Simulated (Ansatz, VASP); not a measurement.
# PbS in VASP and in Ansatz

```
Pb S
1.0
     2.95468   -2.96891    0.28856
     2.95468    2.96891    0.28856
    -0.58360    0.00000    5.92617
Pb S
2 2
Direct
  0.74998 0.74998 0.75000
  0.25002 0.25002 0.25000
  0.25008 0.25008 0.75003
  0.74992 0.74992 0.24997
```

Alike in both runs: task single point; functional r2SCAN; k mesh 2 × 2 × 2; no spin polarisation.

```csv
,VASP,Ansatz
version,VASP 6.6.1,Ansatz 0.2.0
potentials or method,"VASP PAW PBE potentials, release 64 (Pb_d, S)",plane waves
plane-wave cutoff (eV),520,500
occupations,"gaussian, width 0.01 eV",fixed
valence electrons in the cell,40,40
```

Ansatz gave:

| Property | Result |
| --- | --- |
| gap on the k mesh at the Fermi level (eV) | 0.55 |
| pressure (GPa) | 5.6 |
| traceless stress, the component that is largest in VASP (GPa) | -2.97 |

Q: What did VASP give for the same quantities?

A: gap on the k mesh at the Fermi level (eV): 0.56; pressure (GPa): 5.6; traceless stress, the component that is largest in VASP (GPa): -2.98.

VASP's potentials were made for PBE, not for r2SCAN.

The k mesh is coarse, so the values compare programs but aren't converged. Neither program's run includes spin-orbit coupling.
